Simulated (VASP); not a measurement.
A run of VASP 6.6.1 is set up as follows.

INCAR

```
  PREC = Accurate
  ENCUT = 520
  EDIFF = 1E-6
  ISMEAR = 0
  SIGMA = 0.1
  LREAL = F
  LASPH = T
  NELM = 60
  ALGO = Normal
  ISIF = 2
  LWAVE = F
  LCHARG = F
  GGA = PE
  NBANDS = 62
```

KPOINTS

```
regular mesh
0
Gamma
  6 6 6
```

File POSCAR:

```
Ge3Pt
1.0
    3.9012614184      2.2523943301      2.7525705484
   -3.9012614184      2.2523943301      2.7525705484
    0.0000000000     -4.5047886602      2.7525705484
Ge Pt
6 2
Direct
    0.7626342048      0.3400858836      0.7626342048
    0.7626342048      0.7626342048      0.3400858836
    0.3400858836      0.7626342048      0.7626342048
    0.2373657952      0.6599141164      0.2373657952
    0.6599141164      0.2373657952      0.2373657952
    0.2373657952      0.2373657952      0.6599141164
    0.1702836696      0.1702836696      0.1702836696
    0.8297163304      0.8297163304      0.8297163304
```

Potentials or basis: VASP PAW PBE potentials, release 64 (Ge_d, Pt).

Command:

```sh
$ cat potpaw_PBE.64/Ge_d/POTCAR potpaw_PBE.64/Pt/POTCAR > POTCAR
$ mpirun -np 1 vasp_std > vasp.out
```

(1) What does it give for the largest force?

(2) Predict the band gap on the k mesh.

(3) Estimate the pressure.

Results:

(1) 0.008 eV/Å.

(2) zero (bands 52 and 53 overlap by 2.02 eV).

(3) 0.0 GPa.

Caveat: spin-orbit coupling is left out, which moves the levels of the heavy elements.
